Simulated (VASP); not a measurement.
# Tl in VASP: single point with PBE

Aim: the single point of Tl with PBE.

Everything below comes from runs of VASP 6.6.1. Logs are shortened: lines on timing, memory, paths and dates and some standing lists are left out, and cuts for length are marked.

**1. The cell of the first run**

The cell holds a slab with vacuum, 5 atoms: a = 3.612 Å, b = 3.612 Å, c = 26.131 Å, α = 90.00°, β = 90.00°, γ = 120.00°.

**2. Single point, PBE**

Contents of INCAR:

```
ALGO = Fast ; DIPOL = 0.5 0.5 0.500
EDIFF = 1E-6 ; ENCUT = 520
GGA = PE ; IDIPOL = 3
ISIF = 2 ; ISMEAR = 0
LASPH = True ; LCHARG = False
LDIPOL = True ; LREAL = False
LWAVE = False ; NBANDS = 40
NELM = 100 ; PREC = Accurate
SIGMA = 0.1
```

Contents of KPOINTS:

```
k-points
0
Gamma
  12 12 3
```

Contents of POSCAR:

```
Tl
1.0
    3.6124296590      0.0000000000      0.0000000000
   -1.8062148295      3.1284558541      0.0000000000
    0.0000000000      0.0000000000     26.1305357194
Tl
5
Direct
    0.3333333333      0.6666666667      0.2870205219
    0.6666666667      0.3333333333      0.3935102610
    0.3333333333      0.6666666667      0.5000000000
    0.6666666667      0.3333333333      0.6064897390
    0.3333333333      0.6666666667      0.7129794781
```

Potentials or basis: VASP PAW PBE potentials, release 64 (Tl_d).

Command:

```console
cat potpaw_PBE.64/Tl_d/POTCAR > POTCAR
mpirun -np 1 vasp_std > vasp.out
```

OUTCAR:

```text
EDIFF = 1E-6
   ENCUT = 520
   GGA = PE
   ISIF = 2
   ISMEAR = 0
   LASPH = True
   LREAL = False
   NELM = 100
   PREC = Accurate

 ion  position               nearest neighbor table
   1  0.333  0.667  0.287-   2 3.48   2 3.48   2 3.48
   2  0.667  0.333  0.394-   3 3.48   3 3.48   3 3.48   1 3.48   1 3.48   1 3.48
   3  0.333  0.667  0.500-   2 3.48   4 3.48   2 3.48   4 3.48   2 3.48   4 3.48
   4  0.667  0.333  0.606-   3 3.48   3 3.48   3 3.48   5 3.48   5 3.48   5 3.48
   5  0.333  0.667  0.713-   4 3.48   4 3.48   4 3.48

  LATTYP: Found a hexagonal cell.
 ALAT       =     3.6124296590
 C/A-ratio  =     7.2335071368

  Lattice vectors:

 A1 = (   3.6124296590,   0.0000000000,   0.0000000000)
 A2 = (  -1.8062148295,   3.1284558541,   0.0000000000)
 A3 = (   0.0000000000,   0.0000000000,  26.1305357194)

Analysis of symmetry for initial positions (statically):
=====================================================================
 Subroutine PRICEL returns:
 Original cell was already a primitive cell.

 Routine SETGRP: Setting up the symmetry group for a
 hexagonal supercell.

 Subroutine GETGRP returns: Found 12 space group operations
 (whereof 12 operations were pure point group operations)
 out of a pool of 24 trial point group operations.

The static configuration has the point symmetry D_3h.

Analysis of symmetry for dynamics (positions and initial velocities):
=====================================================================
 Subroutine PRICEL returns:
 Original cell was already a primitive cell.

 Routine SETGRP: Setting up the symmetry group for a
 hexagonal supercell.

 Subroutine GETGRP returns: Found 12 space group operations
 (whereof 12 operations were pure point group operations)
 out of a pool of 24 trial point group operations.

The dynamic configuration has the point symmetry D_3h.

 Subroutine INISYM returns: Found 12 space group operations
 (whereof 12 operations are pure point group operations),
 and found     1 'primitive' translations

----------------------------------------------------------------------------------------

                                     Primitive cell

  volume of cell :     295.3097

  direct lattice vectors                    reciprocal lattice vectors
     3.612429659  0.000000000  0.000000000     0.276821999  0.159823256  0.000000000
    -1.806214830  3.128455854  0.000000000     0.000000000  0.319646511  0.000000000
     0.000000000  0.000000000 26.130535719     0.000000000  0.000000000  0.038269403

  length of vectors
     3.612429659  3.612429659 26.130535719     0.319646511  0.319646511  0.038269403

  position of ions in fractional coordinates (direct lattice)
     0.333333333  0.666666667  0.287020522
     0.666666667  0.333333333  0.393510261
     0.333333333  0.666666667  0.500000000
     0.666666667  0.333333333  0.606489739
     0.333333333  0.666666667  0.712979478

  ion indices of the primitive-cell ions
   primitive index   ion index
                 1           1
                 2           2
                 3           3
                 4           4
                 5           5

----------------------------------------------------------------------------------------

 KPOINTS: k-points

Automatic generation of k-mesh.
 Grid dimensions read from file:
 generate k-points for:   12   12    3

 Generating k-lattice:

  Cartesian coordinates                     Fractional coordinates (reciprocal lattice)
     0.023068500  0.013318605  0.000000000     0.083333333 -0.000000000  0.000000000
     0.000000000  0.026637209  0.000000000     0.000000000  0.083333333  0.000000000
     0.000000000  0.000000000  0.012756468     0.000000000  0.000000000  0.333333333

  Length of vectors
     0.026637209  0.026637209  0.012756468

  Shift w.r.t. Gamma in fractional coordinates (k-lattice)
     0.000000000  0.000000000  0.000000000

 Subroutine IBZKPT returns following result:
 ===========================================

 Found     38 irreducible k-points:

 Following reciprocal coordinates:
            Coordinates               Weight
  0.000000  0.000000  0.000000      1.000000
  0.083333  0.000000  0.000000      6.000000
  0.166667  0.000000  0.000000      6.000000
  0.250000  0.000000  0.000000      6.000000
  0.333333  0.000000  0.000000      6.000000
  0.416667  0.000000  0.000000      6.000000
[... 16 lines left out ...]
  0.250000  0.000000  0.333333     12.000000
  0.333333  0.000000  0.333333     12.000000
 [... further k-points ...]
   k-points           NKPTS =     38   k-points in BZ     NKDIM =     38   number of bands    NBANDS=     40
   number of dos      NEDOS =    301   number of ions     NIONS =      5
   total plane-waves  NPLWV = 153664
   dimension x,y,z NGX =    28 NGY =   28 NGZ =  196
   dimension x,y,z NGXF=    56 NGYF=   56 NGZF=  392
   ions per type =               5
   NGX,Y,Z   is equivalent  to a cutoff of  12.89, 12.89, 12.47 a.u.
   NGXF,Y,Z  is equivalent  to a cutoff of  25.77, 25.77, 24.94 a.u.
 SYSTEM =  unknown system
   PREC   = accura    normal or accurate (medium, high low for compatibility)
   ISTART =      0    job   : 0-new  1-cont  2-samecut
   ICHARG =      2    charge: 1-file 2-atom 10-const
   ISPIN  =      1    spin polarized calculation?
   LNONCOLLINEAR =      F non collinear calculations
   LSORBIT =      F    spin-orbit coupling
   LASPH  =      T    aspherical Exc in radial PAW
   ENCUT  =  520.0 eV  38.22 Ry    6.18 a.u.   6.72  6.72 48.59*2*pi/ulx,y,z
   NELM   =    100;   NELMIN=  2; NELMDL= -5     # of ELM steps
   EDIFF  = 0.1E-05   stopping-criterion for ELM
   LREAL  =      F    real-space projection
   EDIFFG = 0.1E-04   stopping-criterion for IOM
   NSW    =      0    number of steps for IOM
   IBRION =     -1    ionic relax: 0-MD 1-quasi-New 2-CG
   NFREE  =      0    steps in history (QN), initial steepest desc. (CG)
   ISIF   =      2    stress and relaxation
   ISYM   =      2    0-nonsym 1-usesym 2-fastsym
   POTIM  = 0.5000    time-step for ionic-motion
   TEBEG  =    0.0;   TEEND  =   0.0 temperature during run
   PSTRESS=    0.0 pullay stress
   NELECT =      65.0000    total number of electrons
   NUPDOWN=      -1.0000    fix difference up-down
   EMIN   =  10.00;   EMAX   =-10.00  energy-range for DOS
   EFERMI =   0.00;   METHOD = LEGACY
   ISMEAR =     0;   SIGMA  =   0.10  broadening in eV -4-tet -1-fermi 0-gaus
   EFERMI_NEDOS =   21; number of points for ismear=-14 and -15
   IALGO  =     68    algorithm
   IMIX   =      4    mixing-type and parameters
     AMIX     =   0.40;   BMIX     =  1.00
     AMIX_MAG =   1.60;   BMIX_MAG =  1.00
  volume/ion in A,a.u.               =      59.06       398.57
  Fermi-wavevector in a.u.,A,eV,Ry     =   0.988447  1.867894 13.293265  0.977027
  Thomas-Fermi vector in A             =   2.119974
   LORBIT       =      0    0 simple, 1 ext, 2 COOP (PROOUT), +10 PAW based schemes
   GGA     = PE    functional components
   LHFCALC =     F    Hartree Fock is set to
   AEXX    =    0.0000 exact exchange contribution
   IVDW    =     0    specifies the selected vdW correction
   LEPSILON=     F    determine dielectric tensor
   LRPA    =     F    only Hartree local field effects (RPA)
 non-spin polarized calculation
 RMM-DIIS sequential band-by-band and
 Gauss-broadening in eV      SIGMA  =   0.10
  energy-cutoff  :      520.00
  volume of cell :      295.31
 maximum number of plane-waves:      8017
 NGX is ok and might be reduce to    28
   NGX = 13   NGY = 13   NGZ = 97

 dipolmoment           0.000000      0.000000      0.000000 electrons x Angstroem

 number of electron      65.0000000 magnetization

 dipolmoment           0.000000      0.000000     -0.000000 electrons x Angstroem

 Free energy of the ion-electron system (eV)
  ---------------------------------------------------
  ext. energy  EPLUGINS =         0.00000000
  ---------------------------------------------------
  free energy    TOTEN  =       -10.74230700 eV

  energy without entropy =      -10.72982962  energy(sigma->0) =      -10.73606831

 E-fermi :   1.4008     XC(G=0):  -5.7404

 val. band max:        1.3289459572   @ k =   0.2500   0.2500   0.0000
 cond. band min:       1.4127706543   @ k =   0.0833   0.0833   0.0000
 fundamental gap:      0.0838246971
 Fermi energy:         1.4007930621

 k-point     1 :       0.0000    0.0000    0.0000
  band No.  band energies     occupation
      1     -10.2945      2.00000
      2     -10.2908      2.00000
      3     -10.1670      2.00000
      4     -10.1670      2.00000
      5     -10.1665      2.00000
      6     -10.1665      2.00000
[... 32 lines left out ...]
     39       8.4850      0.00000
     40       8.4864      0.00000

 k-point     2 :       0.0833    0.0000    0.0000
  band No.  band energies     occupation
      1     -10.2818      2.00000
      2     -10.2785      2.00000
      3     -10.1746      2.00000
      4     -10.1731      2.00000
      5     -10.1556      2.00000
      6     -10.1486      2.00000
[... 32 lines left out ...]
     39       7.5355      0.00000
     40       7.9873      0.00000

 k-point     3 :       0.1667    0.0000    0.0000
  band No.  band energies     occupation
      1     -10.2677      2.00000
      2     -10.2658      2.00000
      3     -10.1857      2.00000
      4     -10.1785      2.00000
      5     -10.1642      2.00000
      6     -10.1419      2.00000
[... 853 lines left out ...]
  band No.  band energies     occupation
      1     -10.2894      2.00000
      2     -10.2864      2.00000
      3     -10.2187      2.00000
      4     -10.1943      2.00000
      5     -10.1646      2.00000
      6     -10.1573      2.00000
[... 32 lines left out ...]
     39       5.7776      0.00000
     40       6.2522      0.00000

 k-point    24 :       0.3333    0.0000    0.3333
  band No.  band energies     occupation
      1     -10.3254      2.00000
      2     -10.3189      2.00000
      3     -10.2582      2.00000
      4     -10.2286      2.00000
      5     -10.1977      2.00000
      6     -10.1951      2.00000
[... 32 lines left out ...]
     39       5.5824      0.00000
     40       6.1130      0.00000

 [... further k-points ...]

------------------------ aborting loop because EDIFF is reached ----------------------------------------

 vacuum level on the upper side and lower side of the slab       (xc-potential included)        -0.212        -0.212

  FORCE on cell =-STRESS in cart. coord.  units (eV):
  Direction    XX          YY          ZZ          XY          YZ          ZX
  --------------------------------------------------------------------------------------
  -------------------------------------------------------------------------------------
  Total       -0.9345013     -0.9345013     -0.5133997      0.0000000     -0.0000000      0.0000000
  in kB       -5.0700559     -5.0700559     -2.7854059      0.0000000     -0.0000000      0.0000000
  external PRESSURE =      -4.3085059 kB  Pullay stress =       0.0000000 kB

 VOLUME and BASIS-vectors are now :
 -----------------------------------------------------------------------------
  energy-cutoff  :      520.00
  volume of cell :      295.31
      direct lattice vectors                 reciprocal lattice vectors
     3.612429659  0.000000000  0.000000000     0.276821999  0.159823256  0.000000000
    -1.806214830  3.128455854  0.000000000     0.000000000  0.319646511  0.000000000
     0.000000000  0.000000000 26.130535719     0.000000000  0.000000000  0.038269403

 POSITION                                       TOTAL-FORCE (eV/Angst)
 -----------------------------------------------------------------------------------
     -0.00000      2.08564      7.50000         0.000000     -0.000000      0.006077
      1.80621      1.04282     10.28263        -0.000000      0.000000      0.068855
     -0.00000      2.08564     13.06527        -0.000000      0.000000      0.000000
      1.80621      1.04282     15.84790        -0.000000      0.000000     -0.068855
     -0.00000      2.08564     18.63054         0.000000     -0.000000     -0.006077
 -----------------------------------------------------------------------------------
    total drift:                                0.000000     -0.000000     -0.000000

  FREE ENERGIE OF THE ION-ELECTRON SYSTEM (eV)
  ---------------------------------------------------
  free  energy   TOTEN  =       -10.7423069955 eV

  energy  without entropy=      -10.7298296152  energy(sigma->0) =      -10.73606831

 vacuum level on the upper side and lower side of the slab         4.757         4.757
```

Wall time 6.2 min (1 thread of Intel Xeon 6975P-C (Granite Rapids), shared host); peak memory 0.58 GiB.

Results:

```
Free energy            : -10.7423 eV
Largest force          : 0.069 eV/Å
Band gap on the k mesh : zero (an odd number of electrons rules out a gap without spin polarisation)
```

Forces on the atoms (eV/Å):
```
Tl   0.000  0.000  0.006
Tl   0.000  0.000  0.069
Tl   0.000  0.000  0.000
Tl   0.000  0.000 -0.069
Tl   0.000  0.000 -0.006
```

Caveat: spin-orbit coupling is left out, which moves the levels of the heavy elements.

The gap in the log of VASP goes by the Fermi energy; the results here count the filled bands.